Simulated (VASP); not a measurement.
Wanted: the native input for a VASP 6.6.1 run.

- Task: single point
- Functional: PBE
- Potentials or basis: VASP PAW PBE potentials, release 64 (B)
- Cutoff: 520 eV
- k mesh: 12 × 12 × 16
- Occupations: fermi-dirac, width 0.05 eV
- Spin: no spin polarisation
- Dipole correction: no
- Further INCAR settings: ALGO = Normal; EDIFF = 1e-06; NBANDS = 12

The structure of B lies in POSCAR:

```
B
1.0
    2.8616757361      0.0000000000      0.0000000000
   -1.4308378681      2.4782838849      0.0000000000
    0.0000000000      0.0000000000      2.8291063123
B
3
Direct
    0.0000000000      0.0000000000      0.0000000000
    0.3333333333      0.6666666667      0.5000000000
    0.6666666667      0.3333333333      0.5000000000
```

One way to write it, as run:

INCAR

```
PREC     = Accurate       # precision mode
ENCUT    = 520            # plane-wave cutoff, eV
EDIFF    = 1E-6           # SCF threshold, eV
ISMEAR   = -1             # smearing method
SIGMA    = 0.05           # smearing width, eV
LREAL    = False          # projectors in reciprocal space
LASPH    = True           # aspherical terms in the spheres
NELM     = 100            # most SCF steps
ALGO     = Normal         # electronic algorithm
ISIF     = 2              # what is computed and relaxed
LWAVE    = False          # write WAVECAR
LCHARG   = True           # write CHGCAR
GGA      = PE             # functional
LELF     = True           # ELF
LVHAR    = True         
NBANDS   = 12             # bands
```

KPOINTS

```
regular mesh
0
Gamma
  12 12 16
```

Potentials or basis: VASP PAW PBE potentials, release 64 (B).

The run is started by

```console
$ cat potpaw_PBE.64/B/POTCAR > POTCAR
$ mpirun -np 1 vasp_std > vasp.out
```

Results of the run:

```json
{
  "Pressure": "0.0 GPa"
}
```

Run time: 31 s on 1 thread of Intel Xeon 8259CL (shared host), peak memory 0.15 GiB.
